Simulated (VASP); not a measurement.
A run of VASP 6.6.1:

The input INCAR:

```
PREC = Accurate
ENCUT = 520
EDIFF = 1E-6
ISMEAR = -1
SIGMA = 0.05
LREAL = Auto
LASPH = True
NELM = 80
ALGO = Normal
ISIF = 2
LWAVE = False
LCHARG = False
GGA = PE
IVDW = 12
NBANDS = 41
```

The input KPOINTS:

```
regular mesh
0
Gamma
  1 1 1
```

Contents of POSCAR:

```
CaH8Cl2O4
1.0
    6.2299620000      0.0000000000      0.0000000000
    0.0000000000      6.2299620000      0.0000000000
    0.0000000000      0.0000000000      6.2299620000
O H Ca Cl
4 8 1 2
Direct
    0.5177720185      0.8648527872      0.1853783378
    0.7696515645     -0.0108507885      0.7383191101
    0.0982670520      0.3842720068      0.3355397673
    0.5077559061      0.6715771300      0.6438723061
    0.6747874225      0.8628142515      0.1774328640
    0.4650590164      0.9955437930      0.1187166150
    0.8840021817     -0.0640292830      0.8359922581
    0.6887521946      0.0977213023      0.8207273174
    0.0443020359      0.2343674006      0.3399378680
    0.0131621991      0.4816401769      0.2451700347
    0.5871303870      0.7953981100      0.6930218836
    0.4957654637      0.5700516311      0.7646114053
    0.4300828801      0.5199550174      0.3141752711
   -0.0149118085      0.7629099503      1.1011303119
    0.4425067119      0.2879792846      0.9646286767
```

Potentials or basis: VASP PAW PBE potentials, release 64 (O, H, Ca_sv, Cl).

Command:

```bash
$ cat potpaw_PBE.64/O/POTCAR potpaw_PBE.64/H/POTCAR potpaw_PBE.64/Ca_sv/POTCAR potpaw_PBE.64/Cl/POTCAR > POTCAR
$ mpirun -np 1 vasp_gam > vasp.out
```

Hardware: 1 thread of Intel Xeon 8259CL, on a shared host.

**Question.** Estimate the wall time of this run.

**Answer.** It took 38 s on 1 thread of Intel Xeon 8259CL, with other jobs on the host, peak memory 0.32 GiB. Counts: scf iterations 15, k points 1.
